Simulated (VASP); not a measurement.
# NaCl (Pm-3m) in VASP: further runs, part 2 of 3

VASP 6.6.1. Earlier steps stand in the parts before.

### Step 4. Single point, PBEsol

This run uses another cell than the first one, of 13.89 Å³/atom, 1.176 times its volume.

Input file INCAR:

```
PREC     = Accurate       # precision mode
ENCUT    = 520            # plane-wave cutoff, eV
EDIFF    = 1E-6           # SCF threshold, eV
ISMEAR   = 0              # smearing method
SIGMA    = 0.05           # smearing width, eV
LREAL    = False          # projectors in reciprocal space
LASPH    = True           # aspherical terms in the spheres
NELM     = 80             # most SCF steps
ALGO     = Normal         # electronic algorithm
ISIF     = 2              # what is computed and relaxed
LWAVE    = False          # write WAVECAR
LCHARG   = False          # write CHGCAR
GGA      = PS             # functional
NBANDS   = 14             # bands
```

Input file KPOINTS:

```
Automatic mesh
0
Gamma
  10 10 10
```

Input file POSCAR:

```
NaCl
1.0
    3.0288348823      0.0000000000      0.0000000000
    0.0000000000      3.0288348823      0.0000000000
    0.0000000000      0.0000000000      3.0288348823
Na Cl
1 1
Direct
    0.0000000000      0.0000000000      0.0000000000
    0.5000000000      0.5000000000      0.5000000000
```

Potentials or basis: VASP PAW PBE potentials, release 64 (Na_pv, Cl).

Run with:

```sh
$ cat potpaw_PBE.64/Na_pv/POTCAR potpaw_PBE.64/Cl/POTCAR > POTCAR
$ mpirun -np 1 vasp_std > vasp.out
```

OUTCAR:

```text
PREC = Accurate
   ENCUT = 520
   EDIFF = 1E-6
   ISMEAR = 0
   LREAL = False
   LASPH = True
   NELM = 80
   ISIF = 2
   GGA = PS

 ion  position               nearest neighbor table
   1  0.000  0.000  0.000-   2 2.62   2 2.62   2 2.62   2 2.62   2 2.62   2 2.62   2 2.62   2 2.62

   2  0.500  0.500  0.500-   1 2.62   1 2.62   1 2.62   1 2.62   1 2.62   1 2.62   1 2.62   1 2.62

  LATTYP: Found a simple cubic cell.
 ALAT       =     3.0288348823

  Lattice vectors:

 A1 = (   3.0288348823,   0.0000000000,   0.0000000000)
 A2 = (   0.0000000000,   3.0288348823,   0.0000000000)
 A3 = (   0.0000000000,   0.0000000000,   3.0288348823)

Analysis of symmetry for initial positions (statically):
=====================================================================
 Subroutine PRICEL returns:
 Original cell was already a primitive cell.

 Routine SETGRP: Setting up the symmetry group for a
 simple cubic supercell.

 Subroutine GETGRP returns: Found 48 space group operations
 (whereof 48 operations were pure point group operations)
 out of a pool of 48 trial point group operations.

The static configuration has the point symmetry O_h .

Analysis of symmetry for dynamics (positions and initial velocities):
=====================================================================
 Subroutine PRICEL returns:
 Original cell was already a primitive cell.

 Routine SETGRP: Setting up the symmetry group for a
 simple cubic supercell.

 Subroutine GETGRP returns: Found 48 space group operations
 (whereof 48 operations were pure point group operations)
 out of a pool of 48 trial point group operations.

The dynamic configuration has the point symmetry O_h .

 Subroutine INISYM returns: Found 48 space group operations
 (whereof 48 operations are pure point group operations),
 and found     1 'primitive' translations

----------------------------------------------------------------------------------------

                                     Primitive cell

  volume of cell :      27.7860

  direct lattice vectors                    reciprocal lattice vectors
     3.028834882  0.000000000  0.000000000     0.330159959  0.000000000  0.000000000
     0.000000000  3.028834882  0.000000000     0.000000000  0.330159959  0.000000000
     0.000000000  0.000000000  3.028834882     0.000000000  0.000000000  0.330159959

  length of vectors
     3.028834882  3.028834882  3.028834882     0.330159959  0.330159959  0.330159959

  position of ions in fractional coordinates (direct lattice)
     0.000000000  0.000000000  0.000000000
     0.500000000  0.500000000  0.500000000

  ion indices of the primitive-cell ions
   primitive index   ion index
                 1           1
                 2           2

----------------------------------------------------------------------------------------

 KPOINTS: Automatic mesh

Automatic generation of k-mesh.
 Grid dimensions read from file:
 generate k-points for:   10   10   10

 Generating k-lattice:

  Cartesian coordinates                     Fractional coordinates (reciprocal lattice)
     0.033015996  0.000000000  0.000000000     0.100000000  0.000000000  0.000000000
     0.000000000  0.033015996  0.000000000     0.000000000  0.100000000  0.000000000
     0.000000000  0.000000000  0.033015996     0.000000000  0.000000000  0.100000000

  Length of vectors
     0.033015996  0.033015996  0.033015996

  Shift w.r.t. Gamma in fractional coordinates (k-lattice)
     0.000000000  0.000000000  0.000000000

 Subroutine IBZKPT returns following result:
 ===========================================

 Found     56 irreducible k-points:

 Following reciprocal coordinates:
            Coordinates               Weight
  0.000000  0.000000  0.000000      1.000000
  0.100000  0.000000  0.000000      6.000000
  0.200000  0.000000  0.000000      6.000000
  0.300000  0.000000  0.000000      6.000000
  0.400000  0.000000  0.000000      6.000000
  0.500000  0.000000  0.000000      3.000000
[... 16 lines left out ...]
  0.200000  0.100000  0.100000     24.000000
  0.300000  0.100000  0.100000     24.000000
 [... further k-points ...]
   k-points           NKPTS =     56   k-points in BZ     NKDIM =     56   number of bands    NBANDS=     14
   number of dos      NEDOS =    301   number of ions     NIONS =      2
   total plane-waves  NPLWV =  13824
   dimension x,y,z NGX =    24 NGY =   24 NGZ =   24
   dimension x,y,z NGXF=    48 NGYF=   48 NGZF=   48
   ions per type =               1   1
   NGX,Y,Z   is equivalent  to a cutoff of  13.17, 13.17, 13.17 a.u.
   NGXF,Y,Z  is equivalent  to a cutoff of  26.35, 26.35, 26.35 a.u.
 SYSTEM =  unknown system
   PREC   = accura    normal or accurate (medium, high low for compatibility)
   ISTART =      0    job   : 0-new  1-cont  2-samecut
   ICHARG =      2    charge: 1-file 2-atom 10-const
   ISPIN  =      1    spin polarized calculation?
   LNONCOLLINEAR =      F non collinear calculations
   LSORBIT =      F    spin-orbit coupling
   LASPH  =      T    aspherical Exc in radial PAW
   ENCUT  =  520.0 eV  38.22 Ry    6.18 a.u.   5.63  5.63  5.63*2*pi/ulx,y,z
   NELM   =     80;   NELMIN=  2; NELMDL= -5     # of ELM steps
   EDIFF  = 0.1E-05   stopping-criterion for ELM
   LREAL  =      F    real-space projection
   EDIFFG = 0.1E-04   stopping-criterion for IOM
   NSW    =      0    number of steps for IOM
   IBRION =     -1    ionic relax: 0-MD 1-quasi-New 2-CG
   NFREE  =      0    steps in history (QN), initial steepest desc. (CG)
   ISIF   =      2    stress and relaxation
   ISYM   =      2    0-nonsym 1-usesym 2-fastsym
   POTIM  = 0.5000    time-step for ionic-motion
   TEBEG  =    0.0;   TEEND  =   0.0 temperature during run
   PSTRESS=    0.0 pullay stress
   NELECT =      14.0000    total number of electrons
   NUPDOWN=      -1.0000    fix difference up-down
   EMIN   =  10.00;   EMAX   =-10.00  energy-range for DOS
   EFERMI =   0.00;   METHOD = LEGACY
   ISMEAR =     0;   SIGMA  =   0.05  broadening in eV -4-tet -1-fermi 0-gaus
   EFERMI_NEDOS =   21; number of points for ismear=-14 and -15
   IALGO  =     38    algorithm
   IMIX   =      4    mixing-type and parameters
     AMIX     =   0.40;   BMIX     =  1.00
     AMIX_MAG =   1.60;   BMIX_MAG =  1.00
  volume/ion in A,a.u.               =      13.89        93.75
  Fermi-wavevector in a.u.,A,eV,Ry     =   1.302692  2.461732 23.089192  1.697008
  Thomas-Fermi vector in A             =   2.433744
   LORBIT       =      0    0 simple, 1 ext, 2 COOP (PROOUT), +10 PAW based schemes
   GGA     = PS    functional components
   LHFCALC =     F    Hartree Fock is set to
   AEXX    =    0.0000 exact exchange contribution
   IVDW    =     0    specifies the selected vdW correction
   LEPSILON=     F    determine dielectric tensor
   LRPA    =     F    only Hartree local field effects (RPA)
 non-spin polarized calculation
 Gauss-broadening in eV      SIGMA  =   0.05
  energy-cutoff  :      520.00
  volume of cell :       27.79
 maximum number of plane-waves:       768
 NGX is ok and might be reduce to    24
   NGX = 11   NGY = 11   NGZ = 11

 number of electron      13.9999982 magnetization

 Free energy of the ion-electron system (eV)
  ---------------------------------------------------
  ext. energy  EPLUGINS =         0.00000000
  ---------------------------------------------------
  free energy    TOTEN  =        -5.93230976 eV

  energy without entropy =       -5.93230976  energy(sigma->0) =       -5.93230976

 E-fermi :   4.6518     XC(G=0): -10.6619

 val. band max:        4.4438982114   @ k =   0.5000   0.5000   0.0000
 cond. band min:       9.2369065250   @ k =   0.5000   0.5000   0.0000
 fundamental gap:      4.7930083136
 Fermi energy:         4.6518092638

 k-point     1 :       0.0000    0.0000    0.0000
  band No.  band energies     occupation
      1     -17.6250      2.00000
      2     -17.6250      2.00000
      3     -17.6250      2.00000
      4     -11.1742      2.00000
      5       3.4487      2.00000
      6       3.4487      2.00000
      7       3.4487      2.00000
      8      10.3240      0.00000
      9      11.7813      0.00000
     10      11.7813      0.00000
     11      21.7953      0.00000
     12      21.7953      0.00000
     13      21.7953      0.00000
     14      24.5878      0.00000
[... 375 lines left out ...]
 k-point    24 :       0.3000    0.1000    0.1000
  band No.  band energies     occupation
      1     -17.7721      2.00000
      2     -17.6309      2.00000
      3     -17.6249      2.00000
      4     -10.3484      2.00000
      5       0.3172      2.00000
      6       3.1954      2.00000
      7       3.2438      2.00000
      8      12.6696      0.00000
      9      13.7195      0.00000
     10      15.1940      0.00000
     11      16.8513      0.00000
     12      18.3426      0.00000
     13      20.3974      0.00000
     14      22.4270      0.00000

 [... further k-points ...]
[... 5 lines left out ...]
  --------------------------------------------------------------------------------------
  -------------------------------------------------------------------------------------
  Total        4.8368326      4.8368326      4.8368326      0.0000000      0.0000000      0.0000000
  in kB      278.8976427    278.8976427    278.8976427      0.0000000      0.0000000      0.0000000
  external PRESSURE =     278.8976427 kB  Pullay stress =       0.0000000 kB

 VOLUME and BASIS-vectors are now :
 -----------------------------------------------------------------------------
  energy-cutoff  :      520.00
  volume of cell :       27.79
      direct lattice vectors                 reciprocal lattice vectors
     3.028834882  0.000000000  0.000000000     0.330159959  0.000000000  0.000000000
     0.000000000  3.028834882  0.000000000     0.000000000  0.330159959  0.000000000
     0.000000000  0.000000000  3.028834882     0.000000000  0.000000000  0.330159959

 POSITION                                       TOTAL-FORCE (eV/Angst)
 -----------------------------------------------------------------------------------
      0.00000      0.00000      0.00000         0.000000      0.000000      0.000000
      1.51442      1.51442      1.51442         0.000000      0.000000      0.000000
 -----------------------------------------------------------------------------------
    total drift:                                0.000000     -0.000000     -0.000000

  FREE ENERGIE OF THE ION-ELECTRON SYSTEM (eV)
  ---------------------------------------------------
  free  energy   TOTEN  =        -5.9323097637 eV

  energy  without entropy=       -5.9323097637  energy(sigma->0) =       -5.93230976
```

It took 5.3 s on 1 thread of Intel Xeon 6975P-C (Granite Rapids), shared host; peak memory 0.14 GiB.

Results:

```yaml
Free_energy: -5.9323 eV
Pressure: 27.9 GPa
Band_gap_on_the_k_mesh: 4.79 eV, direct
```

Caveat: the PAW data sets were made with another functional, which shifts forces and pressure a little. A k mesh can miss the band edges.

[end of part 2 of 3]
